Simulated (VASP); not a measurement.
# AlN (P6_3/mmc) in VASP: further runs

AlN is run at these levels: PBEsol; tasks: single point.

Program: VASP 6.6.1. These are calculated values, not measurements. Logs are shortened: lines on timing, memory, paths and dates and some standing lists are left out, and cuts for length are marked.

## 1. The cell of the first run

The structure is hexagonal, space group P6_3/mmc (No. 194). Conventional cell: a = 3.346 Å, b = 3.346 Å, c = 4.130 Å, α = 90.00°, β = 90.00°, γ = 120.00°. Al (site symmetry -6m2) has 5 N at 1.93 to 2.06 Å within 2.6 Å. Within 2.6 Å of N (site symmetry -6m2) lie 5 Al at 1.93 to 2.06 Å.

## 2. Single point, PBEsol (volume 10.008 Å^3 an atom, c/a of the conventional cell 1.2344)

File INCAR:

```
SYSTEM = AlN
PREC     = Accurate       ! precision mode
ENCUT    = 520            ! plane-wave cutoff, eV
EDIFF    = 1E-6           ! SCF threshold, eV
ISMEAR   = 0              ! smearing method
SIGMA    = 0.05           ! smearing width, eV
LREAL    = .False.        ! projectors in reciprocal space
LASPH    = .True.         ! aspherical terms in the spheres
NELM     = 100            ! most SCF steps
ALGO     = Normal         ! electronic algorithm
ISIF     = 2              ! what is computed and relaxed
LWAVE    = .False.        ! write WAVECAR
LCHARG   = .False.        ! write CHGCAR
GGA      = PS             ! functional
NBANDS   = 16             ! bands
```

File KPOINTS:

```
regular mesh
0
Gamma
  9 9 6
  0 0 0
```

File POSCAR:

```
AlN
1.0
    3.3455966537      0.0000000000      0.0000000000
   -1.6727983269      2.8973716929      0.0000000000
    0.0000000000      0.0000000000      4.1298045093
Al N
2 2
Direct
    0.3333333333      0.6666666667      0.7500000000
    0.6666666667      0.3333333333      0.2500000000
    0.3333333333      0.6666666667      0.2500000000
    0.6666666667      0.3333333333      0.7500000000
```

Potentials or basis: VASP PAW PBE potentials, release 64 (Al, N).

The run is started by

```console
$ cat potpaw_PBE.64/Al/POTCAR potpaw_PBE.64/N/POTCAR > POTCAR
$ mpirun -np 1 vasp_std > vasp.out
```

OUTCAR:

```text
SYSTEM = AlN
   PREC = Accurate
   ENCUT = 520
   EDIFF = 1E-6
   ISMEAR = 0
   LREAL = .False.
   LASPH = .True.
   NELM = 100
   ISIF = 2
   GGA = PS

 ion  position               nearest neighbor table
   1  0.333  0.667  0.750-   4 1.93   4 1.93   4 1.93   3 2.06   3 2.06   2 2.83   2 2.83   2 2.83
                             2 2.83   2 2.83   2 2.83
   2  0.667  0.333  0.250-   3 1.93   3 1.93   3 1.93   4 2.06   4 2.06   1 2.83   1 2.83   1 2.83
                             1 2.83   1 2.83   1 2.83
   3  0.333  0.667  0.250-   2 1.93   2 1.93   2 1.93   1 2.06   1 2.06
   4  0.667  0.333  0.750-   1 1.93   1 1.93   1 1.93   2 2.06   2 2.06

  LATTYP: Found a hexagonal cell.
 ALAT       =     3.3455966537
 C/A-ratio  =     1.2344000000

  Lattice vectors:

 A1 = (   3.3455966537,   0.0000000000,   0.0000000000)
 A2 = (  -1.6727983269,   2.8973716929,   0.0000000000)
 A3 = (   0.0000000000,   0.0000000000,   4.1298045093)

Analysis of symmetry for initial positions (statically):
=====================================================================
 Subroutine PRICEL returns:
 Original cell was already a primitive cell.

 Routine SETGRP: Setting up the symmetry group for a
 hexagonal supercell.

 Subroutine GETGRP returns: Found 24 space group operations
 (whereof 12 operations were pure point group operations)
 out of a pool of 24 trial point group operations.

The static configuration has the point symmetry D_3d.
 The point group associated with its full space group is D_6h.

Analysis of symmetry for dynamics (positions and initial velocities):
=====================================================================
 Subroutine PRICEL returns:
 Original cell was already a primitive cell.

 Routine SETGRP: Setting up the symmetry group for a
 hexagonal supercell.

 Subroutine GETGRP returns: Found 24 space group operations
 (whereof 12 operations were pure point group operations)
 out of a pool of 24 trial point group operations.

The dynamic configuration has the point symmetry D_3d.
 The point group associated with its full space group is D_6h.

 Subroutine INISYM returns: Found 24 space group operations
 (whereof 12 operations are pure point group operations),
 and found     1 'primitive' translations

----------------------------------------------------------------------------------------

                                     Primitive cell

  volume of cell :      40.0320

  direct lattice vectors                    reciprocal lattice vectors
     3.345596654  0.000000000  0.000000000     0.298900347  0.172570196  0.000000000
    -1.672798327  2.897371693  0.000000000     0.000000000  0.345140391  0.000000000
     0.000000000  0.000000000  4.129804509     0.000000000  0.000000000  0.242142212

  length of vectors
     3.345596654  3.345596654  4.129804509     0.345140391  0.345140391  0.242142212

  position of ions in fractional coordinates (direct lattice)
     0.333333333  0.666666667  0.750000000
     0.666666667  0.333333333  0.250000000
     0.333333333  0.666666667  0.250000000
     0.666666667  0.333333333  0.750000000

  ion indices of the primitive-cell ions
   primitive index   ion index
                 1           1
                 2           2
                 3           3
                 4           4

----------------------------------------------------------------------------------------

 KPOINTS: regular mesh

Automatic generation of k-mesh.
 Grid dimensions read from file:
 generate k-points for:    9    9    6

 Generating k-lattice:

  Cartesian coordinates                     Fractional coordinates (reciprocal lattice)
     0.033211150  0.019174466  0.000000000     0.111111111 -0.000000000  0.000000000
     0.000000000  0.038348932  0.000000000     0.000000000  0.111111111  0.000000000
     0.000000000  0.000000000  0.040357035     0.000000000  0.000000000  0.166666667

  Length of vectors
     0.038348932  0.038348932  0.040357035

  Shift w.r.t. Gamma in fractional coordinates (k-lattice)
     0.000000000  0.000000000  0.000000000

 Subroutine IBZKPT returns following result:
 ===========================================

 Found     48 irreducible k-points:

 Following reciprocal coordinates:
            Coordinates               Weight
  0.000000  0.000000  0.000000      1.000000
  0.111111  0.000000  0.000000      6.000000
  0.222222 -0.000000  0.000000      6.000000
  0.333333 -0.000000  0.000000      6.000000
  0.444444 -0.000000  0.000000      6.000000
  0.111111  0.111111  0.000000      6.000000
[... 16 lines left out ...]
  0.333333  0.222222  0.166667     24.000000
  0.333333  0.333333  0.166667      4.000000
 [... further k-points ...]
   k-points           NKPTS =     48   k-points in BZ     NKDIM =     48   number of bands    NBANDS=     16
   number of dos      NEDOS =    301   number of ions     NIONS =      4
   total plane-waves  NPLWV =  25088
   dimension x,y,z NGX =    28 NGY =   28 NGZ =   32
   dimension x,y,z NGXF=    56 NGYF=   56 NGZF=   64
   ions per type =               2   2
   NGX,Y,Z   is equivalent  to a cutoff of  13.91, 13.91, 12.88 a.u.
   NGXF,Y,Z  is equivalent  to a cutoff of  27.83, 27.83, 25.76 a.u.
 SYSTEM =  AlN
   PREC   = accura    normal or accurate (medium, high low for compatibility)
   ISTART =      0    job   : 0-new  1-cont  2-samecut
   ICHARG =      2    charge: 1-file 2-atom 10-const
   ISPIN  =      1    spin polarized calculation?
   LNONCOLLINEAR =      F non collinear calculations
   LSORBIT =      F    spin-orbit coupling
   LASPH  =      T    aspherical Exc in radial PAW
   ENCUT  =  520.0 eV  38.22 Ry    6.18 a.u.   6.22  6.22  7.68*2*pi/ulx,y,z
   NELM   =    100;   NELMIN=  2; NELMDL= -5     # of ELM steps
   EDIFF  = 0.1E-05   stopping-criterion for ELM
   LREAL  =      F    real-space projection
   EDIFFG = 0.1E-04   stopping-criterion for IOM
   NSW    =      0    number of steps for IOM
   IBRION =     -1    ionic relax: 0-MD 1-quasi-New 2-CG
   NFREE  =      0    steps in history (QN), initial steepest desc. (CG)
   ISIF   =      2    stress and relaxation
   ISYM   =      2    0-nonsym 1-usesym 2-fastsym
   POTIM  = 0.5000    time-step for ionic-motion
   TEBEG  =    0.0;   TEEND  =   0.0 temperature during run
   PSTRESS=    0.0 pullay stress
   NELECT =      16.0000    total number of electrons
   NUPDOWN=      -1.0000    fix difference up-down
   EMIN   =  10.00;   EMAX   =-10.00  energy-range for DOS
   EFERMI =   0.00;   METHOD = LEGACY
   ISMEAR =     0;   SIGMA  =   0.05  broadening in eV -4-tet -1-fermi 0-gaus
   EFERMI_NEDOS =   21; number of points for ismear=-14 and -15
   IALGO  =     38    algorithm
   IMIX   =      4    mixing-type and parameters
     AMIX     =   0.40;   BMIX     =  1.00
     AMIX_MAG =   1.60;   BMIX_MAG =  1.00
  volume/ion in A,a.u.               =      10.01        67.54
  Fermi-wavevector in a.u.,A,eV,Ry     =   1.205903  2.278826 19.785622  1.454202
  Thomas-Fermi vector in A             =   2.341586
   LORBIT       =      0    0 simple, 1 ext, 2 COOP (PROOUT), +10 PAW based schemes
   GGA     = PS    functional components
   LHFCALC =     F    Hartree Fock is set to
   AEXX    =    0.0000 exact exchange contribution
   IVDW    =     0    specifies the selected vdW correction
   LEPSILON=     F    determine dielectric tensor
   LRPA    =     F    only Hartree local field effects (RPA)
 non-spin polarized calculation
 Gauss-broadening in eV      SIGMA  =   0.05
  energy-cutoff  :      520.00
  volume of cell :       40.03
 maximum number of plane-waves:      1096
 NGX is ok and might be reduce to    28
   NGX = 13   NGY = 13   NGZ = 15

 number of electron      16.0000001 magnetization

 Free energy of the ion-electron system (eV)
  ---------------------------------------------------
  ext. energy  EPLUGINS =         0.00000000
  ---------------------------------------------------
  free energy    TOTEN  =       -30.92546072 eV

  energy without entropy =      -30.92546072  energy(sigma->0) =      -30.92546072

 E-fermi :   7.9426     XC(G=0): -11.3214

 val. band max:        7.6831941417   @ k =   0.0000   0.0000   0.0000
 cond. band min:      10.8926658727   @ k =   0.0000   0.0000   0.0000
 fundamental gap:      3.2094717309
 Fermi energy:         7.9426322179

 k-point     1 :       0.0000    0.0000    0.0000
  band No.  band energies     occupation
      1      -8.9453      2.00000
      2      -5.1789      2.00000
      3       0.9457      2.00000
      4       4.4417      2.00000
      5       4.4417      2.00000
      6       6.2251      2.00000
[... 8 lines left out ...]
     15      19.4626      0.00000
     16      19.4626      0.00000

 k-point     2 :       0.1111    0.0000    0.0000
  band No.  band energies     occupation
      1      -8.8073      2.00000
      2      -5.1862      2.00000
      3       1.0928      2.00000
      4       3.9586      2.00000
      5       4.2407      2.00000
      6       5.7338      2.00000
[... 8 lines left out ...]
     15      18.9052      0.00000
     16      19.2310      0.00000

 k-point     3 :       0.2222   -0.0000    0.0000
  band No.  band energies     occupation
      1      -8.4113      2.00000
      2      -5.2513      2.00000
      3       1.5214      2.00000
      4       2.9166      2.00000
      5       3.8311      2.00000
      6       4.8583      2.00000
[... 8 lines left out ...]
     15      17.9719      0.00000
     16      20.1656      0.00000

 k-point     4 :       0.3333   -0.0000    0.0000
  band No.  band energies     occupation
      1      -7.8231      2.00000
      2      -5.4724      2.00000
      3       1.9625      2.00000
      4       2.1800      2.00000
      5       3.4606      2.00000
      6       4.1154      2.00000
[... 8 lines left out ...]
     15      18.8024      0.00000
     16      20.7072      0.00000

 k-point     5 :       0.4444   -0.0000    0.0000
  band No.  band energies     occupation
      1      -7.2323      2.00000
      2      -5.8375      2.00000
      3       1.4463      2.00000
      4       2.8767      2.00000
      5       3.2519      2.00000
      6       3.6928      2.00000
[... 8 lines left out ...]
     15      20.4011      0.00000
     16      21.0835      0.00000

 k-point     6 :       0.1111    0.1111    0.0000
  band No.  band energies     occupation
      1      -8.5399      2.00000
      2      -5.2220      2.00000
      3       1.3811      2.00000
      4       3.4250      2.00000
      5       3.6073      2.00000
      6       5.2949      2.00000
[... 8 lines left out ...]
     15      18.7004      0.00000
     16      19.8502      0.00000
[... 267 lines left out ...]
 k-point    21 :       0.4444    0.1111    0.1667
  band No.  band energies     occupation
      1      -6.9223      2.00000
      2      -5.9784      2.00000
      3       0.9567      2.00000
      4       2.5552      2.00000
      5       2.7972      2.00000
      6       4.2150      2.00000
[... 8 lines left out ...]
     15      19.7478      0.00000
     16      21.0744      0.00000

 k-point    22 :       0.2222    0.2222    0.1667
  band No.  band energies     occupation
      1      -7.3647      2.00000
      2      -5.7139      2.00000
      3       1.5191      2.00000
      4       1.8792      2.00000
      5       3.5285      2.00000
      6       4.0990      2.00000
[... 8 lines left out ...]
     15      19.5361      0.00000
     16      20.8806      0.00000

 k-point    23 :       0.3333    0.2222    0.1667
  band No.  band energies     occupation
      1      -6.8212      2.00000
      2      -6.0057      2.00000
      3       1.2419      2.00000
      4       1.9923      2.00000
      5       2.7572      2.00000
      6       4.5966      2.00000
[... 8 lines left out ...]
     15      19.3498      0.00000
     16      20.9411      0.00000

 k-point    24 :       0.3333    0.3333    0.1667
  band No.  band energies     occupation
      1      -6.3654      2.00000
      2      -6.3654      2.00000
      3       1.2315      2.00000
      4       2.2235      2.00000
      5       2.2235      2.00000
      6       4.9132      2.00000
[... 8 lines left out ...]
     15      18.9286      0.00000
     16      20.7494      0.00000

 [... further k-points ...]
[... 5 lines left out ...]
  --------------------------------------------------------------------------------------
  -------------------------------------------------------------------------------------
  Total       -1.6100273     -1.6100273     -0.7001148      0.0000000      0.0000000     -0.0000000
  in kB      -64.4371832    -64.4371832    -28.0202858      0.0000000      0.0000000     -0.0000000
  external PRESSURE =     -52.2982174 kB  Pullay stress =       0.0000000 kB

 VOLUME and BASIS-vectors are now :
 -----------------------------------------------------------------------------
  energy-cutoff  :      520.00
  volume of cell :       40.03
      direct lattice vectors                 reciprocal lattice vectors
     3.345596654  0.000000000  0.000000000     0.298900347  0.172570196  0.000000000
    -1.672798327  2.897371693  0.000000000     0.000000000  0.345140391  0.000000000
     0.000000000  0.000000000  4.129804509     0.000000000  0.000000000  0.242142212

 POSITION                                       TOTAL-FORCE (eV/Angst)
 -----------------------------------------------------------------------------------
     -0.00000      1.93158      3.09735         0.000000      0.000000      0.000000
      1.67280      0.96579      1.03245        -0.000000     -0.000000      0.000000
     -0.00000      1.93158      1.03245        -0.000000     -0.000000      0.000000
      1.67280      0.96579      3.09735        -0.000000      0.000000      0.000000
 -----------------------------------------------------------------------------------
    total drift:                               -0.000000      0.000000      0.000000

  FREE ENERGIE OF THE ION-ELECTRON SYSTEM (eV)
  ---------------------------------------------------
  free  energy   TOTEN  =       -30.9254607179 eV

  energy  without entropy=      -30.9254607179  energy(sigma->0) =      -30.92546072
```

Wall time 17 s (1 thread of AMD EPYC 9R45 (Zen 5), shared host); peak memory 0.14 GiB.

Results:

| Item | Value |
| --- | --- |
| Free energy | -30.9255 eV |
| Pressure | -5.2 GPa |
| Band gap on the k mesh | 3.21 eV, direct |

Stress tensor (GPa, compression positive):
```
-6.44  0.00  0.00
 0.00 -6.44  0.00
 0.00  0.00 -2.80
```

Caveat: the PAW data sets were made with another functional, which shifts forces and pressure a little.

[end of part 1 of 2]
